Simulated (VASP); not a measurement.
Wanted: the native input for a VASP 6.6.1 run.

* Task: single point
* Functional: PBE
* Potentials or basis: VASP PAW PBE potentials, release 64 (Be, Tl_d)
* Cutoff: 520 eV
* k mesh: 4 × 4 × 4
* Occupations: gaussian, width 0.1 eV
* Spin: no spin polarisation
* Dipole correction: no
* Further INCAR settings: ALGO = Normal; EDIFF = 1e-06; NBANDS = 22

The structure of Be6Tl lies in POSCAR:

```
Be6Tl
1.0
    4.1473712600      0.0000000000      0.0000000000
    0.0000000000      4.1473712600      0.0000000000
    0.0000000000      0.0000000000      4.1473712600
Be Tl
6 1
Direct
    0.2070000000      0.5000000000      0.5000000000
    0.5000000000      0.2070000000      0.5000000000
    0.7930000000      0.5000000000      0.5000000000
    0.5000000000      0.7930000000      0.5000000000
    0.5000000000      0.5000000000      0.2070000000
    0.5000000000      0.5000000000      0.7930000000
    0.0000000000      0.0000000000      0.0000000000
```

The cell was generated, and may not be a known phase.

These files were run (other wordings do the same):

INCAR

```
ALGO = Normal
EDIFF = 1E-6
ENCUT = 520
GGA = PE
ISIF = 2
ISMEAR = 0
LASPH = True
LCHARG = True
LELF = True
LREAL = False
LVHAR = True
LWAVE = False
NBANDS = 22
NELM = 80
PREC = Accurate
SIGMA = 0.1
```

KPOINTS

```
k-points
0
Gamma
  4 4 4
```

Potentials or basis: VASP PAW PBE potentials, release 64 (Be, Tl_d).

The run is started by

```sh
$ cat potpaw_PBE.64/Be/POTCAR potpaw_PBE.64/Tl_d/POTCAR > POTCAR
$ mpirun -np 1 vasp_std > vasp.out
```

It gave:

```json
{
 "Pressure": "59.7 GPa",
 "Largest force": "4.421 eV/Å",
 "Band gap on the k mesh": "zero (an odd number of electrons rules out a gap without spin polarisation)"
}
```

Caveat: the k points lie up to 0.38 Å⁻¹ apart, too coarse for converged energies and pressures of a metal; spin-orbit coupling is left out, which moves the levels of the heavy elements; forces of over 1 eV/Å act on the atoms, so gaps and moduli don't describe the material at rest.

It took 11 s on 1 thread of Intel(R) Xeon(R) Platinum 8559C (Emerald Rapids), with other jobs on the host, peak memory 0.18 GiB.
